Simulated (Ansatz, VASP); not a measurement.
## AlN: VASP beside Ansatz

```
CELL_PARAMETERS angstrom
3.13023 0.00000 0.00000
-1.56512 2.71086 0.00000
0.00000 0.00000 5.01807
ATOMIC_POSITIONS crystal
Al 0.33333 0.66667 0.00173
Al 0.66667 0.33333 0.50173
N 0.33333 0.66667 0.38327
N 0.66667 0.33333 0.88327
```

Alike in both runs: task single point; functional PBE; k mesh 12 × 12 × 8; no spin polarisation.

```csv
,VASP,Ansatz
version,VASP 6.6.1,Ansatz 0.2.0
potentials or method,"VASP PAW PBE potentials, release 64 (Al, N), cutoff 520 eV","scalar-relativistic, plane waves, PAW"
occupations,"methfessel-paxton of order 1, width 0.001 eV","gaussian, width 0.05 eV"
valence electrons in the cell,16,16
```

```tsv
	VASP	Ansatz	Ansatz less VASP
gap on the k mesh at the Fermi level (eV)	4.04	4.03	-0.009
pressure (GPa)	-0.3	0.0	+0.27
```
